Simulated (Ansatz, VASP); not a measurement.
# One calculation of CuAu, two programs

```xyz
2
Lattice="2.8767 0.0000 0.0000 0.0000 2.8767 0.0000 0.0000 0.0000 3.6276" Properties=species:S:1:pos:R:3 pbc="T T T"
Cu    1.4383    1.4383    1.8138
Au    0.0000    0.0000    0.0000
```

Alike in both runs: functional PBE; k mesh 14 × 14 × 12; occupations fermi-dirac, width 0.15 eV; no spin polarisation.

Ansatz relaxed the structure, and its values are those at the end. VASP's run is a single point on that final structure, the one shown.

|  | VASP | Ansatz |
| --- | --- | --- |
| version | VASP 6.6.1 | Ansatz 0.2.0 |
| potentials or method | VASP PAW PBE potentials, release 64 (Cu, Au), cutoff 520 eV | scalar-relativistic, plane waves, PAW |
| valence electrons in the cell | 22 | 38 |

|  | VASP | Ansatz | Ansatz less VASP |
| --- | --- | --- | --- |
| gap on the k mesh at the Fermi level (eV) | none | none | - |
| pressure (GPa) | 0.0 | 0.0 | -0.01 |

A gap of «none» marks a metal or a gap that the smearing closes. VASP's potentials hold 22 valence electrons a cell and Ansatz's 38, so a difference there can come from the potentials and not from the codes.

Spin-orbit coupling is off throughout.
